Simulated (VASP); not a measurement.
Set up this calculation in VASP 6.6.1, as the native input.

```
Task                   : relaxation of cell and atoms
Functional             : PBEsol
Potentials or basis    : VASP PAW PBE potentials, release 64 (Ti_sv, Au)
Cutoff                 : 500 eV
k mesh                 : 8 × 8 × 8
Occupations            : gaussian, width 0.1 eV
Spin                   : no spin polarisation
Dipole correction      : no
Further INCAR settings : ALGO = Normal; EDIFF = 1e-07; IBRION = 2; EDIFFG = -0.03; NSW = 60; ISIF = 3
```

The structure of TiAu lies in POSCAR:

```
TiAu
1.0
    3.2540000000      0.0000000000      0.0000000000
    0.0000000000      3.2540000000      0.0000000000
    0.0000000000      0.0000000000      3.2540000000
Ti Au
1 1
Direct
    0.5000000000      0.5000000000      0.5000000000
    0.0000000000      0.0000000000      0.0000000000
```

The input as run:

INCAR

```
SYSTEM = TiAu
PREC     = Accurate       ! precision mode
ENCUT    = 500            ! plane-wave cutoff, eV
EDIFF    = 1E-7           ! SCF threshold, eV
ISMEAR   = 0              ! smearing method
SIGMA    = 0.1            ! smearing width, eV
LREAL    = .FALSE.        ! projectors in reciprocal space
LASPH    = .TRUE.         ! aspherical terms in the spheres
NELM     = 120            ! most SCF steps
ALGO     = Normal         ! electronic algorithm
ISIF     = 3              ! what is computed and relaxed
LWAVE    = .FALSE.        ! write WAVECAR
LCHARG   = .FALSE.        ! write CHGCAR
GGA      = PS             ! functional
IBRION   = 2              ! ionic algorithm
NSW      = 60             ! ionic steps
EDIFFG   = -0.03          ! ionic threshold
GGA_COMPAT= .FALSE.      
NELMIN   = 4
```

KPOINTS

```
Automatic mesh
0
G
  8 8 8
  0 0 0
```

Potentials or basis: VASP PAW PBE potentials, release 64 (Ti_sv, Au).

Command:

```sh
$ cat potpaw_PBE.64/Ti_sv/POTCAR potpaw_PBE.64/Au/POTCAR > POTCAR
$ mpirun -np 1 vasp_std > vasp.out
```

Results of the run:

```
Relaxed volume                         : 16.64 Å³/atom
Relaxed cell                           : a = 3.216 Å, b = 3.216 Å, c = 3.216 Å, α = 90.00°, β = 90.00°, γ = 90.00°
Space group after relaxing (to 0.05 Å) : Pm-3m (No. 221)
Energy gained by relaxing              : 10.0 meV/atom
Ionic steps                            : 3
Pressure after relaxing                : -0.1 GPa
```

Caveat: the PAW data sets were made with another functional, which shifts forces and pressure a little.

Run time: 29 s on 1 thread of Intel(R) Xeon(R) 6975P-C (Granite Rapids) (shared host), peak memory 0.15 GiB.
